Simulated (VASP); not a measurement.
# MoS2 in VASP: single point with PBE

Aim: the single point of MoS2 with PBE.

Program: VASP 6.6.1. These are calculated values, not measurements. Logs are shortened: lines on timing, memory, paths and dates and some standing lists are left out, and cuts for length are marked.

## Step 1: The cell of the first run

The cell holds a slab with vacuum, 6 atoms: a = 3.185 Å, b = 3.185 Å, c = 21.671 Å, α = 90.00°, β = 90.00°, γ = 120.00°.

## Step 2: Single point, PBE

File INCAR:

```
SYSTEM = MoS2
ALGO = Normal
EDIFF = 1E-6
ENCUT = 500
GGA = PE
GGA_COMPAT = .False.
ISIF = 2
ISMEAR = 0
LASPH = .True.
LCHARG = .False.
LREAL = .False.
LWAVE = .False.
NBANDS = 35
NELM = 120
PREC = Accurate
SIGMA = 0.05
```

File KPOINTS:

```
k-points
0
Gamma
  18 18 2
  0 0 0
```

File POSCAR:

```
MoS2
1.0
    3.1845414600      0.0000000000      0.0000000000
   -1.5922707300      2.7578938000      0.0000000000
    0.0000000000      0.0000000000     21.6705347200
Mo S
2 4
Direct
    0.6666666700      0.3333333300      0.1488397700
    0.3333333300      0.6666666700      0.8511602300
    0.3333333300      0.6666666700      0.2203746100
    0.6666666700      0.3333333300      0.9227490000
    0.3333333300      0.6666666700      0.0772510000
    0.6666666700      0.3333333300      0.7796253900
```

Potentials or basis: VASP PAW PBE potentials, release 64 (Mo_sv, S).

The run is started by

```console
$ cat potpaw_PBE.64/Mo_sv/POTCAR potpaw_PBE.64/S/POTCAR > POTCAR
$ mpirun -np 1 vasp_std > vasp.out
```

OUTCAR:

```text
SYSTEM = MoS2
   EDIFF = 1E-6
   ENCUT = 500
   GGA = PE
   ISIF = 2
   ISMEAR = 0
   LASPH = .True.
   LREAL = .False.
   NELM = 120
   PREC = Accurate

 ion  position               nearest neighbor table
   1  0.667  0.333  0.149-   3 2.40   3 2.40   3 2.40   5 2.41   5 2.41   5 2.41
   2  0.333  0.667  0.851-   6 2.40   6 2.40   6 2.40   4 2.41   4 2.41   4 2.41
   3  0.333  0.667  0.220-   1 2.40   1 2.40   1 2.40
   4  0.667  0.333  0.923-   2 2.41   2 2.41   2 2.41
   5  0.333  0.667  0.077-   1 2.41   1 2.41   1 2.41
   6  0.667  0.333  0.780-   2 2.40   2 2.40   2 2.40

  LATTYP: Found a hexagonal cell.
 ALAT       =     3.1845414600
 C/A-ratio  =     6.8049152420

  Lattice vectors:

 A1 = (   3.1845414600,   0.0000000000,   0.0000000000)
 A2 = (  -1.5922707300,   2.7578938000,   0.0000000000)
 A3 = (   0.0000000000,   0.0000000000,  21.6705347200)

Analysis of symmetry for initial positions (statically):
=====================================================================
 Subroutine PRICEL returns:
 Original cell was already a primitive cell.

 Routine SETGRP: Setting up the symmetry group for a
 hexagonal supercell.

 Subroutine GETGRP returns: Found 12 space group operations
 (whereof 12 operations were pure point group operations)
 out of a pool of 24 trial point group operations.

The static configuration has the point symmetry D_3d.

Analysis of symmetry for dynamics (positions and initial velocities):
=====================================================================
 Subroutine PRICEL returns:
 Original cell was already a primitive cell.

 Routine SETGRP: Setting up the symmetry group for a
 hexagonal supercell.

 Subroutine GETGRP returns: Found 12 space group operations
 (whereof 12 operations were pure point group operations)
 out of a pool of 24 trial point group operations.

The dynamic configuration has the point symmetry D_3d.

 Subroutine INISYM returns: Found 12 space group operations
 (whereof 12 operations are pure point group operations),
 and found     1 'primitive' translations

----------------------------------------------------------------------------------------

                                     Primitive cell

  volume of cell :     190.3242

  direct lattice vectors                    reciprocal lattice vectors
[... 97 lines left out ...]
   EDIFFG = 0.1E-04   stopping-criterion for IOM
   NSW    =      0    number of steps for IOM
   IBRION =     -1    ionic relax: 0-MD 1-quasi-New 2-CG
   NFREE  =      0    steps in history (QN), initial steepest desc. (CG)
   ISIF   =      2    stress and relaxation
   ISYM   =      2    0-nonsym 1-usesym 2-fastsym
   POTIM  = 0.5000    time-step for ionic-motion
   TEBEG  =    0.0;   TEEND  =   0.0 temperature during run
   PSTRESS=    0.0 pullay stress
   NELECT =      52.0000    total number of electrons
   NUPDOWN=      -1.0000    fix difference up-down
   EMIN   =  10.00;   EMAX   =-10.00  energy-range for DOS
   EFERMI =   0.00;   METHOD = LEGACY
   ISMEAR =     0;   SIGMA  =   0.05  broadening in eV -4-tet -1-fermi 0-gaus
   EFERMI_NEDOS =   21; number of points for ismear=-14 and -15
   IALGO  =     38    algorithm
   IMIX   =      4    mixing-type and parameters
     AMIX     =   0.40;   BMIX     =  1.00
     AMIX_MAG =   1.60;   BMIX_MAG =  1.00
  volume/ion in A,a.u.               =      31.72       214.06
  Fermi-wavevector in a.u.,A,eV,Ry     =   1.062294  2.007444 15.353737  1.128468
  Thomas-Fermi vector in A             =   2.197739
   LORBIT       =      0    0 simple, 1 ext, 2 COOP (PROOUT), +10 PAW based schemes
   GGA     = PE    functional components
   LHFCALC =     F    Hartree Fock is set to
   AEXX    =    0.0000 exact exchange contribution
   IVDW    =     0    specifies the selected vdW correction
   LEPSILON=     F    determine dielectric tensor
   LRPA    =     F    only Hartree local field effects (RPA)
 non-spin polarized calculation
 Gauss-broadening in eV      SIGMA  =   0.05
  energy-cutoff  :      500.00
  volume of cell :      190.32
 maximum number of plane-waves:      4860
 NGX is ok and might be reduce to    24
   NGX = 11   NGY = 11   NGZ = 79

 number of electron      52.0000004 magnetization

 Free energy of the ion-electron system (eV)
  ---------------------------------------------------
  ext. energy  EPLUGINS =         0.00000000
  ---------------------------------------------------
  free energy    TOTEN  =       -43.68889444 eV

  energy without entropy =      -43.68889444  energy(sigma->0) =      -43.68889444

 E-fermi :   1.9777     XC(G=0):  -6.6157

 val. band max:        1.6216729905   @ k =   0.0000   0.0000   0.0000
 cond. band min:       2.8865784309   @ k =   0.3333   0.3333   0.0000
 fundamental gap:      1.2649054403
 Fermi energy:         1.9777403346

 k-point     1 :       0.0000    0.0000    0.0000
  band No.  band energies     occupation
      1     -59.6076      2.00000
      2     -59.6076      2.00000
      3     -33.7492      2.00000
      4     -33.7492      2.00000
      5     -33.5495      2.00000
      6     -33.5495      2.00000
[... 901 lines left out ...]
     34       5.6658      0.00000
     35       7.8169      0.00000

 [... further k-points ...]

------------------------ aborting loop because EDIFF is reached ----------------------------------------

  FORCE on cell =-STRESS in cart. coord.  units (eV):
  Direction    XX          YY          ZZ          XY          YZ          ZX
  --------------------------------------------------------------------------------------
  -------------------------------------------------------------------------------------
  Total        0.4751658      0.4751658      1.5223126      0.0000000      0.0000000      0.0000000
  in kB        4.0000155      4.0000155     12.8150511      0.0000000      0.0000000      0.0000000
  external PRESSURE =       6.9383607 kB  Pullay stress =       0.0000000 kB

 VOLUME and BASIS-vectors are now :
 -----------------------------------------------------------------------------
  energy-cutoff  :      500.00
  volume of cell :      190.32
      direct lattice vectors                 reciprocal lattice vectors
     3.184541460  0.000000000  0.000000000     0.314016951  0.181297772  0.000000000
    -1.592270730  2.757893800  0.000000000     0.000000000  0.362595543  0.000000000
     0.000000000  0.000000000 21.670534720     0.000000000  0.000000000  0.046145608

 POSITION                                       TOTAL-FORCE (eV/Angst)
 -----------------------------------------------------------------------------------
      1.59227      0.91930      3.22544         0.000000      0.000000     -0.001298
     -0.00000      1.83860     18.44510        -0.000000      0.000000      0.001298
     -0.00000      1.83860      4.77564        -0.000000      0.000000      0.221398
      1.59227      0.91930     19.99646         0.000000      0.000000      0.161710
     -0.00000      1.83860      1.67407         0.000000      0.000000     -0.161710
      1.59227      0.91930     16.89490         0.000000      0.000000     -0.221398
 -----------------------------------------------------------------------------------
    total drift:                                0.000000     -0.000000      0.000000

  FREE ENERGIE OF THE ION-ELECTRON SYSTEM (eV)
  ---------------------------------------------------
  free  energy   TOTEN  =       -43.6888944390 eV

  energy  without entropy=      -43.6888944390  energy(sigma->0) =      -43.68889444
```

Run time: 8.6 min. Hardware: 1 thread of Intel Xeon Platinum 8259CL at 2.50GHz (Skylake/Cascade Lake), shared host; peak memory 0.53 GiB.

Results:

| Property | Result |
| --- | --- |
| Free energy | -43.6889 eV |
| Largest force | 0.221 eV/Å |
| Band gap on the k mesh | 1.26 eV (least direct gap 1.64 eV) |

Forces in eV/Å, atoms in the order of the input:
```
Mo   0.000  0.000 -0.001
Mo   0.000  0.000  0.001
S    0.000  0.000  0.221
S    0.000  0.000  0.162
S    0.000  0.000 -0.162
S    0.000  0.000 -0.221
```
